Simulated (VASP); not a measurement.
# Tm (P6_3/mmc) in VASP: single point with PBEsol

Aim: the single point of Tm with PBEsol.

Program: VASP 6.6.1. These are calculated values, not measurements. Logs are shortened: lines on timing, memory, paths and dates and some standing lists are left out, and cuts for length are marked.

**1. The cell of the first run**

It takes space group P6_3/mmc (No. 194, hexagonal). Conventional cell: a = 3.538 Å, b = 3.538 Å, c = 5.555 Å, α = 90.00°, β = 90.00°, γ = 120.00°. Within 4.5 Å of Tm (site symmetry -6m2) lie 12 Tm at 3.45 to 3.54 Å.

**2. Single point, PBEsol, collinear spin, ferromagnetic start**

The input, INCAR:

```
PREC = Accurate
ENCUT = 520
EDIFF = 1E-6
ISMEAR = -1
SIGMA = 0.05
LREAL = False
LASPH = True
NELM = 150
ALGO = Normal
ISIF = 2
LWAVE = False
LCHARG = True
ISPIN = 2
MAGMOM = 2 2
LORBIT = 11
LMAXMIX = 6
GGA = PS
LELF = True
LVHAR = True
NBANDS = 34
```

The input, KPOINTS:

```
regular mesh
0
Gamma
  7 7 4
```

The input, POSCAR:

```
Tm
1.0
    3.5375000000      0.0000000000      0.0000000000
   -1.7687500000      3.0635648659      0.0000000000
    0.0000000000      0.0000000000      5.5546000000
Tm
2
Direct
    0.6666666667      0.3333333333      0.7500000000
    0.3333333333      0.6666666667      0.2500000000
```

Potentials or basis: VASP PAW PBE potentials, release 64 (Tm).

The run is started by

```bash
$ cat potpaw_PBE.64/Tm/POTCAR > POTCAR
$ mpirun -np 1 vasp_std > vasp.out
```

OUTCAR:

```text
PREC = Accurate
   ENCUT = 520
   EDIFF = 1E-6
   ISMEAR = -1
   LREAL = False
   LASPH = True
   NELM = 150
   ISIF = 2
   ISPIN = 2
   LORBIT = 11
   GGA = PS

 ion  position               nearest neighbor table
   1  0.667  0.333  0.750-   2 3.45   2 3.45   2 3.45   2 3.45   2 3.45   2 3.45
   2  0.333  0.667  0.250-   1 3.45   1 3.45   1 3.45   1 3.45   1 3.45   1 3.45

  LATTYP: Found a hexagonal cell.
 ALAT       =     3.5375000000
 C/A-ratio  =     1.5702049470

  Lattice vectors:

 A1 = (   3.5375000000,   0.0000000000,   0.0000000000)
 A2 = (  -1.7687500000,   3.0635648659,   0.0000000000)
 A3 = (   0.0000000000,   0.0000000000,   5.5546000000)

Analysis of symmetry for initial positions (statically):
=====================================================================
 Subroutine PRICEL returns:
 Original cell was already a primitive cell.

 Routine SETGRP: Setting up the symmetry group for a
 hexagonal supercell.

 Subroutine GETGRP returns: Found 24 space group operations
 (whereof 12 operations were pure point group operations)
 out of a pool of 24 trial point group operations.

The static configuration has the point symmetry D_3d.
 The point group associated with its full space group is D_6h.

Analysis of symmetry for dynamics (positions and initial velocities):
=====================================================================
 Subroutine PRICEL returns:
 Original cell was already a primitive cell.

 Routine SETGRP: Setting up the symmetry group for a
 hexagonal supercell.

 Subroutine GETGRP returns: Found 24 space group operations
 (whereof 12 operations were pure point group operations)
 out of a pool of 24 trial point group operations.

The dynamic configuration has the point symmetry D_3d.
 The point group associated with its full space group is D_6h.

Analysis of structural, dynamic, and magnetic symmetry:
=====================================================================
 Subroutine PRICEL returns:
 Original cell was already a primitive cell.

 Routine SETGRP: Setting up the symmetry group for a
 hexagonal supercell.

 Subroutine GETGRP returns: Found 24 space group operations
 (whereof 12 operations were pure point group operations)
 out of a pool of 24 trial point group operations.

The overall configuration has the point symmetry D_3d.
 The point group associated with its full space group is D_6h.

 Subroutine INISYM returns: Found 24 space group operations
 (whereof 12 operations are pure point group operations),
 and found     1 'primitive' translations

----------------------------------------------------------------------------------------

                                     Primitive cell

  volume of cell :      60.1972

  direct lattice vectors                    reciprocal lattice vectors
     3.537500000  0.000000000  0.000000000     0.282685512  0.163208557  0.000000000
    -1.768750000  3.063564866  0.000000000     0.000000000  0.326417113  0.000000000
     0.000000000  0.000000000  5.554600000     0.000000000  0.000000000  0.180030965

  length of vectors
     3.537500000  3.537500000  5.554600000     0.326417113  0.326417113  0.180030965

  position of ions in fractional coordinates (direct lattice)
     0.666666667  0.333333333  0.750000000
     0.333333333  0.666666667  0.250000000

  ion indices of the primitive-cell ions
   primitive index   ion index
                 1           1
                 2           2

----------------------------------------------------------------------------------------

 KPOINTS: regular mesh

Automatic generation of k-mesh.
 Grid dimensions read from file:
 generate k-points for:    7    7    4

 Generating k-lattice:

  Cartesian coordinates                     Fractional coordinates (reciprocal lattice)
     0.040383645  0.023315508  0.000000000     0.142857143  0.000000000  0.000000000
     0.000000000  0.046631016  0.000000000     0.000000000  0.142857143  0.000000000
     0.000000000  0.000000000  0.045007741     0.000000000  0.000000000  0.250000000

  Length of vectors
     0.046631016  0.046631016  0.045007741

  Shift w.r.t. Gamma in fractional coordinates (k-lattice)
     0.000000000  0.000000000  0.000000000

 Subroutine IBZKPT returns following result:
 ===========================================

 Found     24 irreducible k-points:

 Following reciprocal coordinates:
            Coordinates               Weight
  0.000000  0.000000  0.000000      1.000000
  0.142857  0.000000  0.000000      6.000000
  0.285714  0.000000  0.000000      6.000000
  0.428571  0.000000  0.000000      6.000000
  0.142857  0.142857  0.000000      6.000000
  0.285714  0.142857  0.000000     12.000000
[... 16 lines left out ...]
  0.428571  0.142857  0.500000      6.000000
  0.285714  0.285714  0.500000      6.000000
   k-points           NKPTS =     24   k-points in BZ     NKDIM =     24   number of bands    NBANDS=     34
   number of dos      NEDOS =    301   number of ions     NIONS =      2
   total plane-waves  NPLWV =  32928
   dimension x,y,z NGX =    28 NGY =   28 NGZ =   42
   dimension x,y,z NGXF=    56 NGYF=   56 NGZF=   84
   ions per type =               2
   NGX,Y,Z   is equivalent  to a cutoff of  13.16, 13.16, 12.57 a.u.
   NGXF,Y,Z  is equivalent  to a cutoff of  26.32, 26.32, 25.14 a.u.
 SYSTEM =  unknown system
   PREC   = accura    normal or accurate (medium, high low for compatibility)
   ISTART =      0    job   : 0-new  1-cont  2-samecut
   ICHARG =      2    charge: 1-file 2-atom 10-const
   ISPIN  =      2    spin polarized calculation?
   LNONCOLLINEAR =      F non collinear calculations
   LSORBIT =      F    spin-orbit coupling
   LASPH  =      T    aspherical Exc in radial PAW
   ENCUT  =  520.0 eV  38.22 Ry    6.18 a.u.   6.58  6.58 10.33*2*pi/ulx,y,z
   NELM   =    150;   NELMIN=  2; NELMDL= -5     # of ELM steps
   EDIFF  = 0.1E-05   stopping-criterion for ELM
   LREAL  =      F    real-space projection
   EDIFFG = 0.1E-04   stopping-criterion for IOM
   NSW    =      0    number of steps for IOM
   IBRION =     -1    ionic relax: 0-MD 1-quasi-New 2-CG
   NFREE  =      0    steps in history (QN), initial steepest desc. (CG)
   ISIF   =      2    stress and relaxation
   ISYM   =      2    0-nonsym 1-usesym 2-fastsym
   POTIM  = 0.5000    time-step for ionic-motion
   TEBEG  =    0.0;   TEEND  =   0.0 temperature during run
   PSTRESS=    0.0 pullay stress
   NELECT =      46.0000    total number of electrons
   NUPDOWN=      -1.0000    fix difference up-down
   EMIN   =  10.00;   EMAX   =-10.00  energy-range for DOS
   EFERMI =   0.00;   METHOD = LEGACY
   ISMEAR =    -1;   SIGMA  =   0.05  broadening in eV -4-tet -1-fermi 0-gaus
   EFERMI_NEDOS =   21; number of points for ismear=-14 and -15
   IALGO  =     38    algorithm
   IMIX   =      4    mixing-type and parameters
     AMIX     =   0.40;   BMIX     =  1.00
     AMIX_MAG =   1.60;   BMIX_MAG =  1.00
  volume/ion in A,a.u.               =      30.10       203.12
  Fermi-wavevector in a.u.,A,eV,Ry     =   1.496702  2.828357 30.478640  2.240117
  Thomas-Fermi vector in A             =   2.608685
   LORBIT       =     11    0 simple, 1 ext, 2 COOP (PROOUT), +10 PAW based schemes
   GGA     = PS    functional components
   LHFCALC =     F    Hartree Fock is set to
   AEXX    =    0.0000 exact exchange contribution
   IVDW    =     0    specifies the selected vdW correction
   LEPSILON=     F    determine dielectric tensor
   LRPA    =     F    only Hartree local field effects (RPA)
 spin polarized calculation
  energy-cutoff  :      520.00
  volume of cell :       60.20
 maximum number of plane-waves:      1641
 NGX is ok and might be reduce to    28
   NGX = 13   NGY = 13   NGZ = 21

 number of electron      46.0000022 magnetization       2.1577923

 Free energy of the ion-electron system (eV)
  ---------------------------------------------------
  ext. energy  EPLUGINS =         0.00000000
  ---------------------------------------------------
  free energy    TOTEN  =        -8.76000493 eV

  energy without entropy =       -8.59619129  energy(sigma->0) =       -8.67809811

 E-fermi :   2.0924     XC(G=0): -10.4167

 val. band max:        2.0920818054   @ k =   0.1429   0.1429   0.5000
 cond. band min:       2.0962246715   @ k =   0.2857   0.2857   0.2500
 fundamental gap:      0.0041428661
 Fermi energy:         2.0923563203

 spin component 1

 k-point     1 :       0.0000    0.0000    0.0000
  band No.  band energies     occupation
      1     -48.2425      1.00000
      2     -48.1909      1.00000
      3     -21.8313      1.00000
      4     -21.2610      1.00000
      5     -21.2610      1.00000
      6     -21.1563      1.00000
[... 26 lines left out ...]
     33       8.6789      0.00000
     34       8.6789      0.00000
[... 819 lines left out ...]
      3     -21.6909      1.00000
      4     -21.6909      1.00000
      5     -21.4805      1.00000
      6     -21.4805      1.00000
[... 26 lines left out ...]
     33      10.3051      0.00000
     34      10.3051      0.00000
 Fermi energy:         2.0923563203

 spin component 2

 k-point     1 :       0.0000    0.0000    0.0000
  band No.  band energies     occupation
      1     -47.7210      1.00000
      2     -47.6663      1.00000
      3     -21.5160      1.00000
      4     -20.9195      1.00000
      5     -20.9195      1.00000
      6     -20.8096      1.00000
[... 26 lines left out ...]
     33       8.7386      0.00000
     34       8.7386      0.00000
[... 820 lines left out ...]
      4     -21.3738      1.00000
      5     -21.1507      1.00000
      6     -21.1507      1.00000
[... 26 lines left out ...]
     33      10.3557      0.00000
     34      10.3557      0.00000

------------------------ aborting loop because EDIFF is reached ----------------------------------------

  FORCE on cell =-STRESS in cart. coord.  units (eV):
  Direction    XX          YY          ZZ          XY          YZ          ZX
  --------------------------------------------------------------------------------------
  -------------------------------------------------------------------------------------
  Total        0.3089565      0.3089565      1.2436101     -0.0000000     -0.0000000      0.0000000
  in kB        8.2230253      8.2230253     33.0992757     -0.0000000     -0.0000000      0.0000000
  external PRESSURE =      16.5151088 kB  Pullay stress =       0.0000000 kB

 VOLUME and BASIS-vectors are now :
 -----------------------------------------------------------------------------
  energy-cutoff  :      520.00
  volume of cell :       60.20
      direct lattice vectors                 reciprocal lattice vectors
     3.537500000  0.000000000  0.000000000     0.282685512  0.163208557  0.000000000
    -1.768750000  3.063564866  0.000000000     0.000000000  0.326417113  0.000000000
     0.000000000  0.000000000  5.554600000     0.000000000  0.000000000  0.180030965

 POSITION                                       TOTAL-FORCE (eV/Angst)
 -----------------------------------------------------------------------------------
      1.76875      1.02119      4.16595        -0.000000     -0.000000      0.000000
     -0.00000      2.04238      1.38865         0.000000      0.000000      0.000000
 -----------------------------------------------------------------------------------
    total drift:                               -0.000000      0.000000     -0.000000

  FREE ENERGIE OF THE ION-ELECTRON SYSTEM (eV)
  ---------------------------------------------------
  free  energy   TOTEN  =        -8.7600049285 eV

  energy  without entropy=       -8.5961912916  energy(sigma->0) =       -8.67809811

 total charge

# of ion       s       p       d       f       tot
--------------------------------------------------
    1        2.222   5.933   0.415  12.494  21.065
    2        2.222   5.933   0.415  12.494  21.065
--------------------------------------------------
tot          4.445  11.866   0.831  24.988  42.129

 magnetization (x)

# of ion       s       p       d       f       tot
--------------------------------------------------
    1        0.003  -0.035  -0.053   1.287   1.201
    2        0.003  -0.035  -0.053   1.287   1.201
--------------------------------------------------
tot          0.005  -0.070  -0.106   2.573   2.402
```

Wall time 11 min (1 thread of Intel Xeon Platinum 8375C at 2.90GHz (Ice Lake), shared host); peak memory 0.25 GiB.

Results:

```yaml
Free_energy: -8.7600 eV
Pressure: 1.7 GPa
Net_moment: 2.16 μB per cell
Site_moments: Tm +1.20 μB
Valence_electrons_inside_the_program's_atomic_spheres: Tm 21.07
```

Stress tensor (GPa, compression positive):
```
0.82 0.00 0.00
0.00 0.82 0.00
0.00 0.00 3.31
```

Levels at points of the mesh, in eV from the Fermi level:
Spin up:
| k point | band 21 | band 22 | band 23 | band 24 | band 25 | band 26 | band 27 | band 28 |
| --- | --- | --- | --- | --- | --- | --- | --- | --- |
| (0.00, 0.00, 0.00) | -0.95 | -0.95 | -0.93 | -0.92 | 1.40 | 2.84 | 2.84 | 3.24 |
| (0.00, 0.00, 0.50) | -0.97 | -0.97 | -0.93 | -0.93 | 1.85 | 1.85 | 2.75 | 2.75 |
Spin down:
```
           k point  band 20  band 21  band 22  band 23  band 24  band 25
(0.00, 0.00, 0.00)    -0.12    -0.11    -0.11    -0.11    -0.03     1.35
(0.00, 0.00, 0.50)    -0.09    -0.09    -0.09    -0.06    -0.06     1.81
```

Caveat: the magnetic or orbital state may not be the lowest; the PAW data sets were made with another functional, which shifts forces and pressure a little; spin-orbit coupling is left out, which moves the levels of the heavy elements; semilocal functionals describe open f shells poorly, which spoils levels, moments and volumes. The state reached can hang on the start; a lower one may exist.
